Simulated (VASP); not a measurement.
Here is a VASP 6.6.1 calculation.

File INCAR:

```
ALGO = Normal
EDIFF = 1E-8
ENCUT = 520
GGA = PE
IBRION = 8
ISIF = 2
ISMEAR = 0
LASPH = True
LCHARG = False
LEPSILON = True
LREAL = False
LWAVE = False
NBANDS = 11
NELM = 60
NSW = 1
PREC = Accurate
SIGMA = 0.01
```

File KPOINTS:

```
k-points
0
Gamma
  7 7 7
```

The input POSCAR:

```
BAs
1.0
    0.0000000000      2.3885000000      2.3885000000
    2.3885000000      0.0000000000      2.3885000000
    2.3885000000      2.3885000000      0.0000000000
As B
1 1
Direct
    0.7500000000      0.7500000000      0.7500000000
    0.0000000000      0.0000000000      0.0000000000
```

Potentials or basis: VASP PAW PBE potentials, release 64 (As, B).

Launch:

```sh
$ cat potpaw_PBE.64/As/POTCAR potpaw_PBE.64/B/POTCAR > POTCAR
$ mpirun -np 1 vasp_std > vasp.out
```

(1) Estimate the electronic dielectric tensor (diagonal).

(2) Predict the Born charges (mean of the diagonal).

(3) What does it give for the highest phonon frequency at Γ, LO-TO splitting left out?

Answers

(1) 10.54.

(2) As +0.52; B -0.52 e.

(3) 697 cm⁻¹.

Caveat: the cell stands under pressure or tension, which shifts response properties.
